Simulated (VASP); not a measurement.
# Zr (Fd-3m) in VASP: a series of runs, part 3 of 3

VASP 6.6.1. The steps go on from the part before.

**5. Single point, PBE**

This run uses another cell than the first one, of 31.00 Å³/atom.

Input file POSCAR:

```
Zr
1.0
    0.0000000000      3.1412364839      3.1412364839
    3.1412364839      0.0000000000      3.1412364839
    3.1412364839      3.1412364839      0.0000000000
Zr
2
Direct
   -0.1250000000     -0.1250000000     -0.1250000000
    0.1250000000      0.1250000000      0.1250000000
```

Input file INCAR.step1:

```
PREC = Accurate ; ENCUT = 520
EDIFF = 1E-6 ; ISMEAR = -1
SIGMA = 0.08 ; LREAL = F
LASPH = T ; NELM = 80
ALGO = Normal ; ISIF = 2
LWAVE = F ; LCHARG = T
LMAXMIX = 4 ; GGA = PE
NBANDS = 19
```

Input file KPOINTS.step1:

```
Automatic mesh
0
Gamma
  11 11 11
```

Input file INCAR.step2:

```
PREC = Accurate ; ENCUT = 520
EDIFF = 1E-6 ; ISMEAR = -5
SIGMA = 0.08 ; LREAL = F
LASPH = T ; NELM = 80
ALGO = Normal ; ISIF = 2
LWAVE = F ; LCHARG = F
LMAXMIX = 4 ; GGA = PE
LORBIT = 11 ; NEDOS = 1001
ICHARG = 11
```

Input file KPOINTS.step2:

```
Automatic mesh
0
Gamma
  17 17 17
```

Potentials or basis: VASP PAW PBE potentials, release 64 (Zr_sv).

Launch:

```
$ cat potpaw_PBE.64/Zr_sv/POTCAR > POTCAR
$ cp INCAR.step1 INCAR
$ cp KPOINTS.step1 KPOINTS
$ mpirun -np 1 vasp_std > vasp.out
$ cp INCAR.step2 INCAR
$ cp KPOINTS.step2 KPOINTS
$ mpirun -np 1 vasp_std > vasp.out
```

OUTCAR:

```text
PREC = Accurate
   ENCUT = 520
   EDIFF = 1E-6
   ISMEAR = -5
   LREAL = F
   LASPH = T
   NELM = 80
   ISIF = 2
   GGA = PE
   LORBIT = 11
   ICHARG = 11

 ion  position               nearest neighbor table
   1  0.875  0.875  0.875-   2 2.72   2 2.72   2 2.72   2 2.72
   2  0.125  0.125  0.125-   1 2.72   1 2.72   1 2.72   1 2.72

  LATTYP: Found a face centered cubic cell.
 ALAT       =     6.2824729678

  Lattice vectors:

 A1 = (   0.0000000000,   3.1412364839,   3.1412364839)
 A2 = (   3.1412364839,   0.0000000000,   3.1412364839)
 A3 = (   3.1412364839,   3.1412364839,   0.0000000000)

Analysis of symmetry for initial positions (statically):
=====================================================================
 Subroutine PRICEL returns:
 Original cell was already a primitive cell.

 Routine SETGRP: Setting up the symmetry group for a
 face centered cubic supercell.

 Subroutine GETGRP returns: Found 48 space group operations
 (whereof 12 operations were pure point group operations)
[... 174 lines left out ...]

 k-point     1 :       0.0000    0.0000    0.0000
  band No.  band energies     occupation
      1     -43.3320      2.00000
      2     -42.7707      2.00000
      3     -21.6708      2.00000
      4     -21.6708      2.00000
      5     -21.6708      2.00000
      6     -20.6945      2.00000
[... 433 lines left out ...]
      3     -21.7112      2.00000
      4     -21.6901      2.00000
      5     -21.6610      2.00000
      6     -20.7051      2.00000
[... 8 lines left out ...]
     15       7.1185      0.00000
     16       7.5697      0.00000

 [... further k-points ...]

------------------------ aborting loop because EDIFF is reached ----------------------------------------

  FORCE on cell =-STRESS in cart. coord.  units (eV):
  Direction    XX          YY          ZZ          XY          YZ          ZX
  --------------------------------------------------------------------------------------
  -------------------------------------------------------------------------------------
  Total       -0.2736575     -0.2736575     -0.2736575      0.0000000      0.0000000     -0.0000000
  in kB       -7.0727124     -7.0727124     -7.0727124      0.0000000      0.0000000     -0.0000000
  external PRESSURE =      -7.0727124 kB  Pullay stress =       0.0000000 kB

 VOLUME and BASIS-vectors are now :
 -----------------------------------------------------------------------------
  energy-cutoff  :      520.00
  volume of cell :       61.99
      direct lattice vectors                 reciprocal lattice vectors
     0.000000000  3.141236484  3.141236484    -0.159172989  0.159172989  0.159172989
     3.141236484  0.000000000  3.141236484     0.159172989 -0.159172989  0.159172989
     3.141236484  3.141236484  0.000000000     0.159172989  0.159172989 -0.159172989

 POSITION                                       TOTAL-FORCE (eV/Angst)
 -----------------------------------------------------------------------------------
      5.49716      5.49716      5.49716         0.000000      0.000000      0.000000
      0.78531      0.78531      0.78531        -0.000000     -0.000000     -0.000000
 -----------------------------------------------------------------------------------
    total drift:                               -0.000000      0.000000      0.000000

  FREE ENERGIE OF THE ION-ELECTRON SYSTEM (eV)
  ---------------------------------------------------
  free  energy   TOTEN  =       -12.2299558529 eV

  energy  without entropy=      -12.2299558529  energy(sigma->0) =      -12.22995585

 total charge

# of ion       s       p       d       tot
------------------------------------------
    1        2.261   5.877   1.945  10.083
    2        2.261   5.877   1.945  10.083
--------------------------------------------------
tot          4.522  11.754   3.891  20.166
```

OUTCAR.step1:

```text
PREC = Accurate
   ENCUT = 520
   EDIFF = 1E-6
   ISMEAR = -1
   LREAL = F
[... 752 lines left out ...]
      5.49716      5.49716      5.49716        -0.000000      0.000000      0.000000
      0.78531      0.78531      0.78531         0.000000     -0.000000     -0.000000
 -----------------------------------------------------------------------------------
    total drift:                               -0.000000      0.000000      0.000000

  FREE ENERGIE OF THE ION-ELECTRON SYSTEM (eV)
  ---------------------------------------------------
  free  energy   TOTEN  =       -12.2835534114 eV

  energy  without entropy=      -12.1794862316  energy(sigma->0) =      -12.23151982
```

OSZICAR.step1:

```text
N       E                     dE             d eps       ncg     rms          rms(c)
DAV:   1     0.216411930120E+03    0.21641E+03   -0.12836E+04  2128   0.120E+03
DAV:   2     0.283971313456E+01   -0.21357E+03   -0.21006E+03  2549   0.353E+02
DAV:   3    -0.120962266573E+02   -0.14936E+02   -0.14423E+02  3991   0.645E+01
DAV:   4    -0.124925982538E+02   -0.39637E+00   -0.39449E+00  2599   0.111E+01
DAV:   5    -0.125054977433E+02   -0.12899E-01   -0.12889E-01  3119   0.142E+00    0.118E+01
DAV:   6    -0.122626960773E+02    0.24280E+00   -0.75464E-01  2422   0.503E+00    0.517E+00
DAV:   7    -0.122769869009E+02   -0.14291E-01   -0.25611E-01  3632   0.267E+00    0.145E+00
DAV:   8    -0.122842930560E+02   -0.73062E-02   -0.45503E-02  2711   0.162E+00    0.193E-01
DAV:   9    -0.122835305372E+02    0.76252E-03   -0.54513E-03  2557   0.466E-01    0.630E-02
DAV:  10    -0.122835529313E+02   -0.22394E-04   -0.12036E-04  2777   0.823E-02    0.657E-03
DAV:  11    -0.122835551214E+02   -0.21902E-05   -0.88276E-06  2958   0.190E-02    0.999E-03
DAV:  12    -0.122835532279E+02    0.18935E-05   -0.15101E-06  1643   0.134E-02    0.159E-03
DAV:  13    -0.122835534114E+02   -0.18351E-06   -0.15863E-07  1394   0.407E-03
   1 F= -.12283553E+02 E0= -.12231520E+02  d E =-.104067E+00
```

It took 73 s on 1 thread of Intel Xeon 6975P-C (Granite Rapids), shared host; peak memory 0.29 GiB.

Results:

* Valence electrons inside the program's atomic spheres: Zr 10.08

Levels at points of the mesh, in eV from the Fermi level:
```csv
k point,band 9,band 10,band 11,band 12,band 13,band 14,band 15,band 16
"(0.00, 0.00, 0.00)",-4.07,-0.82,-0.82,-0.01,-0.01,-0.01,2.10,2.10
```

Caveat: tetrahedron occupations give inexact forces and stress in metals.
